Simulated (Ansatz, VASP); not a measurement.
# Na3Al: VASP beside Ansatz

Contents of INCAR:

```
SYSTEM = Na3Al
ALGO = Normal ; EDIFF = 1E-6
ENCUT = 520 ; GGA = PE
ISIF = 2 ; ISMEAR = 1
LASPH = .True. ; LCHARG = .False.
LREAL = .False. ; LWAVE = .False.
NBANDS = 20 ; NELM = 100
PREC = Accurate ; SIGMA = 0.1
```

KPOINTS

```
k-points
0
Gamma
  5 5 5
  0 0 0
```

File POSCAR:

```
Na3Al
1.0
    0.0000000000      3.8330040000      3.8330040000
    3.8330040000      0.0000000000      3.8330040000
    3.8330040000      3.8330040000      0.0000000000
Na Al
3 1
Direct
    0.2500000000      0.2500000000      0.2500000000
    0.7500000000      0.7500000000      0.7500000000
    0.5000000000      0.5000000000      0.5000000000
    0.0000000000      0.0000000000      0.0000000000
```

Input for Ansatz:

```yaml
crystal:
  lattice:
    - [0.0, 3.833004, 3.833004]
    - [3.833004, 0.0, 3.833004]
    - [3.833004, 3.833004, 0.0]
  atoms:
    - { symbol: Na, position: [0.25, 0.25, 0.25] }
    - { symbol: Na, position: [0.75, 0.75, 0.75] }
    - { symbol: Na, position: [0.5, 0.5, 0.5] }
    - { symbol: Al, position: [0.0, 0.0, 0.0] }
basis:
  ecutwfc: 500.0
kpoints:
  mp_grid:
    grid: [5, 5, 5]
scf:
  convergence:
    dr2_threshold: 1.0e-08
  occupations:
    method: cold
    width: 0.1
output:
  stress: true
```

Alike in both runs: task single point; functional PBE; k mesh 5 × 5 × 5; no spin polarisation.

```csv
,VASP,Ansatz
version,VASP 6.6.1,Ansatz 0.2.0
potentials or method,"VASP PAW PBE potentials, release 64 (Na_pv, Al), cutoff 520 eV","plane waves, PAW"
occupations,"methfessel-paxton of order 1, width 0.1 eV","cold, width 0.1 eV"
valence electrons in the cell,24,30
```

```csv
,VASP,Ansatz,Ansatz less VASP
pressure (GPa),0.1,0.1,-0.01
```

VASP's potentials hold 24 valence electrons a cell and Ansatz's 30, so a difference there can come from the potentials and not from the codes. Ansatz's warnings: stress scf threshold loose.
